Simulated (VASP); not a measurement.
# P in VASP: single point with PBE

Aim: the single point of P with PBE.

Everything below comes from runs of VASP 6.6.1. Logs are shortened: lines on timing, memory, paths and dates and some standing lists are left out, and cuts for length are marked.

### Step 1. The cell of the first run

The typed cell holds 8 atoms: a = 3.458 Å, b = 5.102 Å, c = 7.399 Å, α = 85.73°, β = 90.01°, γ = 90.06°.

### Step 2. Single point, PBE

INCAR

```
PREC = Accurate
ENCUT = 520
EDIFF = 1E-7
ISMEAR = 0
SIGMA = 0.2
LREAL = F
LASPH = T
NELM = 60
ALGO = Normal
ISIF = 2
LWAVE = F
LCHARG = F
GGA = PE
NBANDS = 30
```

KPOINTS

```
regular mesh
0
Gamma
  6 4 4
```

POSCAR

```
P
1.0
   -2.4464761163      2.4437868636     -0.0022231599
    0.1418747069      0.1390189265      5.0981936778
    5.2262309610      5.2302577545      0.2629222556
P
8
Direct
    0.8751115653      0.4788015675      0.2906788152
    0.8750797616      0.4787887217      0.7906913619
    0.3748859174      0.5213149664      0.0843968667
    0.3749597043      0.5213416092      0.5844190384
    0.8748958935      0.0212166539      0.3343018602
    0.8748933811      0.0212543253      0.8342835850
    0.3750496186     -0.0213511916      0.0406012974
    0.3751241582     -0.0213666525      0.5406271750
```

Potentials or basis: VASP PAW PBE potentials, release 64 (P).

The run is started by

```bash
$ cat potpaw_PBE.64/P/POTCAR > POTCAR
$ mpirun -np 1 vasp_std > vasp.out
```

OUTCAR:

```text
PREC = Accurate
   ENCUT = 520
   EDIFF = 1E-7
   ISMEAR = 0
   LREAL = F
   LASPH = T
   NELM = 60
   ISIF = 2
   GGA = PE

 ion  position               nearest neighbor table
   1  0.875  0.479  0.291-   3 2.31   3 2.31   5 2.33   4 2.80   4 2.80   5 2.81
   2  0.875  0.479  0.791-   4 2.31   4 2.31   6 2.33   3 2.80   3 2.80   6 2.81
   3  0.375  0.521  0.084-   1 2.31   1 2.31   7 2.33   2 2.80   2 2.80   7 2.81
   4  0.375  0.521  0.584-   2 2.31   2 2.31   8 2.33   1 2.80   1 2.80   8 2.81
   5  0.875  0.021  0.334-   8 2.31   8 2.31   1 2.33   7 2.80   7 2.80   1 2.81
   6  0.875  0.021  0.834-   7 2.31   7 2.31   2 2.33   8 2.80   8 2.80   2 2.81
   7  0.375  0.979  0.041-   6 2.31   6 2.31   3 2.33   5 2.80   5 2.80   3 2.81
   8  0.375  0.979  0.541-   5 2.31   5 2.31   4 2.33   6 2.80   6 2.80   4 2.81

  LATTYP: Found a triclinic cell.
 ALAT       =     5.1020616883
 B/A-ratio  =     1.4501055264
 C/A-ratio  =     0.6777533404
 COS(alpha) =     0.0001875630
 COS(beta)  =     0.0010596247
 COS(gamma) =     0.0744151299

  Lattice vectors:

 A1 = (  -0.1418747069,  -0.1390189265,  -5.0981936778)
 A2 = (  -5.2262309610,  -5.2302577545,  -0.2629222556)
 A3 = (  -2.4464761163,   2.4437868636,  -0.0022231599)

Analysis of symmetry for initial positions (statically):
=====================================================================
 Subroutine PRICEL returns:
 Original cell was already a primitive cell.

 Routine SETGRP: Setting up the symmetry group for a
 triclinic supercell.

 Subroutine GETGRP returns: Found  1 space group operations
 (whereof  1 operations were pure point group operations)
 out of a pool of  2 trial point group operations.

The static configuration has the point symmetry C_1 .

Analysis of symmetry for dynamics (positions and initial velocities):
=====================================================================
 Subroutine PRICEL returns:
 Original cell was already a primitive cell.

 Routine SETGRP: Setting up the symmetry group for a
 triclinic supercell.

 Subroutine GETGRP returns: Found  1 space group operations
 (whereof  1 operations were pure point group operations)
 out of a pool of  2 trial point group operations.

The dynamic configuration has the point symmetry C_1 .

 Subroutine INISYM returns: Found  1 space group operations
 (whereof  1 operations are pure point group operations),
 and found     1 'primitive' translations

----------------------------------------------------------------------------------------

                                     Primitive cell

  volume of cell :     130.1674

  direct lattice vectors                    reciprocal lattice vectors
    -2.446476116  2.443786864 -0.002223160    -0.204569731  0.204406248  0.000119049
     0.141874707  0.139018927  5.098193678    -0.005025479 -0.004852322  0.196420069
     5.226230961  5.230257755  0.262922256     0.095716785  0.095817316 -0.005276420

  length of vectors
     3.457939352  5.102061688  7.398527850     0.289189736  0.196544254  0.135537824

  position of ions in fractional coordinates (direct lattice)
     0.875111565  0.478801567  0.290678815
     0.875079762  0.478788722  0.790691362
     0.374885917  0.521314966  0.084396867
     0.374959704  0.521341609  0.584419038
     0.874895894  0.021216654  0.334301860
     0.874893381  0.021254325  0.834283585
     0.375049619  0.978648808  0.040601297
     0.375124158  0.978633348  0.540627175

  ion indices of the primitive-cell ions
   primitive index   ion index
                 1           1
                 2           2
                 3           3
                 4           4
                 5           5
                 6           6
                 7           7
                 8           8

----------------------------------------------------------------------------------------

 KPOINTS: regular mesh

Automatic generation of k-mesh.
 Grid dimensions read from file:
 generate k-points for:    6    4    4

 Generating k-lattice:

  Cartesian coordinates                     Fractional coordinates (reciprocal lattice)
    -0.034094955  0.034067708  0.000019841     0.166666667  0.000000000  0.000000000
    -0.001256370 -0.001213080  0.049105017     0.000000000  0.250000000  0.000000000
     0.023929196  0.023954329 -0.001319105    -0.000000000  0.000000000  0.250000000

  Length of vectors
     0.048198289  0.049136064  0.033884456

  Shift w.r.t. Gamma in fractional coordinates (k-lattice)
     0.000000000  0.000000000  0.000000000

 Subroutine IBZKPT returns following result:
 ===========================================

 Found     52 irreducible k-points:

 Following reciprocal coordinates:
            Coordinates               Weight
  0.000000  0.000000  0.000000      1.000000
  0.166667 -0.000000 -0.000000      2.000000
  0.333333  0.000000  0.000000      2.000000
  0.500000 -0.000000 -0.000000      1.000000
  0.000000  0.250000  0.000000      2.000000
  0.166667  0.250000 -0.000000      2.000000
[... 16 lines left out ...]
  0.333333  0.250000  0.250000      2.000000
  0.500000  0.250000  0.250000      2.000000
 [... further k-points ...]
   k-points           NKPTS =     52   k-points in BZ     NKDIM =     52   number of bands    NBANDS=     30
   number of dos      NEDOS =    301   number of ions     NIONS =      8
   total plane-waves  NPLWV =  62720
   dimension x,y,z NGX =    28 NGY =   40 NGZ =   56
   dimension x,y,z NGXF=    56 NGYF=   80 NGZF=  112
   ions per type =               8
   NGX,Y,Z   is equivalent  to a cutoff of  13.46, 13.03, 12.58 a.u.
   NGXF,Y,Z  is equivalent  to a cutoff of  26.92, 26.07, 25.17 a.u.
 SYSTEM =  unknown system
   PREC   = accura    normal or accurate (medium, high low for compatibility)
   ISTART =      0    job   : 0-new  1-cont  2-samecut
   ICHARG =      2    charge: 1-file 2-atom 10-const
   ISPIN  =      1    spin polarized calculation?
   LNONCOLLINEAR =      F non collinear calculations
   LSORBIT =      F    spin-orbit coupling
   LASPH  =      T    aspherical Exc in radial PAW
   ENCUT  =  520.0 eV  38.22 Ry    6.18 a.u.   6.43  9.49 13.76*2*pi/ulx,y,z
   NELM   =     60;   NELMIN=  2; NELMDL= -5     # of ELM steps
   EDIFF  = 0.1E-06   stopping-criterion for ELM
   LREAL  =      F    real-space projection
   EDIFFG = 0.1E-05   stopping-criterion for IOM
   NSW    =      0    number of steps for IOM
   IBRION =     -1    ionic relax: 0-MD 1-quasi-New 2-CG
   NFREE  =      0    steps in history (QN), initial steepest desc. (CG)
   ISIF   =      2    stress and relaxation
   ISYM   =      2    0-nonsym 1-usesym 2-fastsym
   POTIM  = 0.5000    time-step for ionic-motion
   TEBEG  =    0.0;   TEEND  =   0.0 temperature during run
   PSTRESS=    0.0 pullay stress
   NELECT =      40.0000    total number of electrons
   NUPDOWN=      -1.0000    fix difference up-down
   EMIN   =  10.00;   EMAX   =-10.00  energy-range for DOS
   EFERMI =   0.00;   METHOD = LEGACY
   ISMEAR =     0;   SIGMA  =   0.20  broadening in eV -4-tet -1-fermi 0-gaus
   EFERMI_NEDOS =   21; number of points for ismear=-14 and -15
   IALGO  =     38    algorithm
   IMIX   =      4    mixing-type and parameters
     AMIX     =   0.40;   BMIX     =  1.00
     AMIX_MAG =   1.60;   BMIX_MAG =  1.00
  volume/ion in A,a.u.               =      16.27       109.80
  Fermi-wavevector in a.u.,A,eV,Ry     =   1.104742  2.087659 16.605286  1.220454
  Thomas-Fermi vector in A             =   2.241219
   LORBIT       =      0    0 simple, 1 ext, 2 COOP (PROOUT), +10 PAW based schemes
   GGA     = PE    functional components
   LHFCALC =     F    Hartree Fock is set to
   AEXX    =    0.0000 exact exchange contribution
   IVDW    =     0    specifies the selected vdW correction
   LEPSILON=     F    determine dielectric tensor
   LRPA    =     F    only Hartree local field effects (RPA)
 non-spin polarized calculation
 Gauss-broadening in eV      SIGMA  =   0.20
  energy-cutoff  :      520.00
  volume of cell :      130.17
 maximum number of plane-waves:      3530
 NGX is ok and might be reduce to    28
   NGX = 13   NGY = 19   NGZ = 27

 number of electron      39.9999999 magnetization

 Free energy of the ion-electron system (eV)
  ---------------------------------------------------
  ext. energy  EPLUGINS =         0.00000000
  ---------------------------------------------------
  free energy    TOTEN  =       -42.64289376 eV

  energy without entropy =      -42.61609891  energy(sigma->0) =      -42.62949634

 E-fermi :   8.8057     XC(G=0): -10.7266

 val. band max:        8.7763733803   @ k =  -0.1667   0.2500   0.2500
 cond. band min:       8.8069152227   @ k =   0.0000   0.5000   0.0000
 fundamental gap:      0.0305418424
 Fermi energy:         8.8056602568

 k-point     1 :       0.0000    0.0000    0.0000
  band No.  band energies     occupation
      1      -7.5319      2.00000
      2      -5.3951      2.00000
      3      -5.3934      2.00000
      4      -3.9689      2.00000
      5      -0.9531      2.00000
      6      -0.6838      2.00000
[... 22 lines left out ...]
     29      13.7943      0.00000
     30      13.7950      0.00000

 k-point     2 :       0.1667   -0.0000   -0.0000
  band No.  band energies     occupation
      1      -7.2235      2.00000
      2      -5.1258      2.00000
      3      -5.1240      2.00000
      4      -3.6547      2.00000
      5      -1.3249      2.00000
      6      -0.4838      2.00000
[... 22 lines left out ...]
     29      13.2905      0.00000
     30      13.4546      0.00000

 k-point     3 :       0.3333    0.0000    0.0000
  band No.  band energies     occupation
      1      -6.3097      2.00000
      2      -4.4003      2.00000
      3      -4.3982      2.00000
      4      -2.9581      2.00000
      5      -2.7191      2.00000
      6      -0.4234      2.00000
[... 22 lines left out ...]
     29      13.7455      0.00000
     30      13.7486      0.00000

 k-point     4 :       0.5000   -0.0000   -0.0000
  band No.  band energies     occupation
      1      -4.8385      2.00000
      2      -4.8367      2.00000
      3      -3.8112      2.00000
      4      -3.8083      2.00000
      5      -1.1873      2.00000
      6      -1.1869      2.00000
[... 22 lines left out ...]
     29      14.2778      0.00000
     30      14.2804      0.00000

 k-point     5 :       0.0000    0.2500    0.0000
  band No.  band energies     occupation
      1      -7.2234      2.00000
      2      -5.5057      2.00000
      3      -4.9687      2.00000
      4      -4.8604      2.00000
      5      -1.8835      2.00000
      6      -1.4803      2.00000
[... 22 lines left out ...]
     29      12.2264      0.00000
     30      12.2933      0.00000
[... 526 lines left out ...]
     29      11.3240      0.00000
     30      13.1613      0.00000

 k-point    22 :       0.1667    0.2500    0.2500
  band No.  band energies     occupation
      1      -6.8271      2.00000
      2      -5.5253      2.00000
      3      -4.7415      2.00000
      4      -4.3987      2.00000
      5      -1.4794      2.00000
      6      -1.0487      2.00000
[... 22 lines left out ...]
     29      12.2513      0.00000
     30      12.6019      0.00000

 k-point    23 :       0.3333    0.2500    0.2500
  band No.  band energies     occupation
      1      -5.9223      2.00000
      2      -4.7097      2.00000
      3      -4.0285      2.00000
      4      -3.5582      2.00000
      5      -2.4968      2.00000
      6      -1.3588      2.00000
[... 22 lines left out ...]
     29      13.0254      0.00000
     30      13.3386      0.00000

 k-point    24 :       0.5000    0.2500    0.2500
  band No.  band energies     occupation
      1      -4.4890      2.00000
      2      -4.4840      2.00000
      3      -3.7365      2.00000
      4      -3.7313      2.00000
      5      -1.9088      2.00000
      6      -1.9036      2.00000
[... 22 lines left out ...]
     29      12.4146      0.00000
     30      12.4246      0.00000

 [... further k-points ...]
[... 5 lines left out ...]
  --------------------------------------------------------------------------------------
  -------------------------------------------------------------------------------------
  Total       -0.1299998     -0.1173299     -0.1894507      0.1346267      0.1093016      0.0830921
  in kB       -1.6001141     -1.4441659     -2.3318706      1.6570646      1.3453484      1.0227466
  external PRESSURE =      -1.7920502 kB  Pullay stress =       0.0000000 kB

 VOLUME and BASIS-vectors are now :
 -----------------------------------------------------------------------------
  energy-cutoff  :      520.00
  volume of cell :      130.17
      direct lattice vectors                 reciprocal lattice vectors
    -2.446476116  2.443786864 -0.002223160    -0.204569731  0.204406248  0.000119049
     0.141874707  0.139018927  5.098193678    -0.005025479 -0.004852322  0.196420069
     5.226230961  5.230257755  0.262922256     0.095716785  0.095817316 -0.005276420

 POSITION                                       TOTAL-FORCE (eV/Angst)
 -----------------------------------------------------------------------------------
     -0.55386      3.72547      2.51550        -0.027750     -0.030274     -0.024781
      2.05940      6.34059      2.64690        -0.029330     -0.028619     -0.023292
     -0.40211      1.43003      2.67912         0.027534      0.029726      0.022923
      2.21094      4.04546      2.81072         0.028556      0.027551      0.021835
     -0.39026      3.88949      0.19412         0.029280      0.031612      0.023573
      2.22277      6.50453      0.32577         0.030637      0.030814      0.022212
     -0.56651      1.26495      4.99918        -0.029699     -0.029483     -0.021530
      2.04655      3.88039      5.13057        -0.029228     -0.031327     -0.020941
 -----------------------------------------------------------------------------------
    total drift:                               -0.000000     -0.000000      0.000000

  FREE ENERGIE OF THE ION-ELECTRON SYSTEM (eV)
  ---------------------------------------------------
  free  energy   TOTEN  =       -42.6428937612 eV

  energy  without entropy=      -42.6160989147  energy(sigma->0) =      -42.62949634
```

Run time: 3.4 min. Hardware: 1 thread of AMD EPYC 7R13 (Zen 3), shared host; peak memory 0.25 GiB.

Results:

| Quantity | Value |
| --- | --- |
| Free energy | -42.6429 eV |
| Pressure | -0.2 GPa |
| Largest force | 0.049 eV/Å |
| Band gap on the k mesh | zero (bands 20 and 21 overlap by 0.43 eV) |

Forces in eV/Å, atoms in the order of the input:
```
P   -0.028 -0.030 -0.025
P   -0.029 -0.029 -0.023
P    0.028  0.030  0.023
P    0.029  0.028  0.022
P    0.029  0.032  0.024
P    0.031  0.031  0.022
P   -0.030 -0.029 -0.022
P   -0.029 -0.031 -0.021
```

Levels at points of the mesh, in eV from the Fermi level:
```tsv
k point	band 16	band 17	band 18	band 19	band 20	band 21	band 22	band 23	band 24	band 25
(0.00, 0.00, 0.00)	-3.03	-2.84	-2.78	-1.04	-1.04	0.27	1.04	1.04	1.49	2.17
(0.50, 0.00, 0.00)	-5.24	-2.89	-2.89	-2.52	-2.52	0.23	0.24	0.66	0.66	1.76
(0.00, 0.50, 0.00)	-2.73	-2.73	-2.72	-0.64	-0.36	-0.13	0.00	0.10	0.37	0.52
(0.50, 0.50, 0.00)	-3.14	-1.35	-1.35	-0.70	-0.70	-0.19	-0.18	0.29	0.31	0.37
(0.00, 0.00, 0.50)	-3.31	-2.67	-2.67	-0.04	-0.04	1.31	1.31	1.36	1.36	2.01
(0.50, 0.00, 0.50)	-5.35	-3.57	-3.57	-3.57	-3.57	1.61	1.61	1.61	1.61	3.19
(0.00, 0.50, 0.50)	-3.32	-2.57	-2.57	-1.30	-1.30	1.25	1.25	1.66	1.66	1.69
(0.50, 0.50, 0.50)	-5.46	-1.49	-1.49	-1.48	-1.48	0.40	0.40	0.42	0.42	3.51
```

The gap in the log of VASP goes by the Fermi energy; the results here count the filled bands.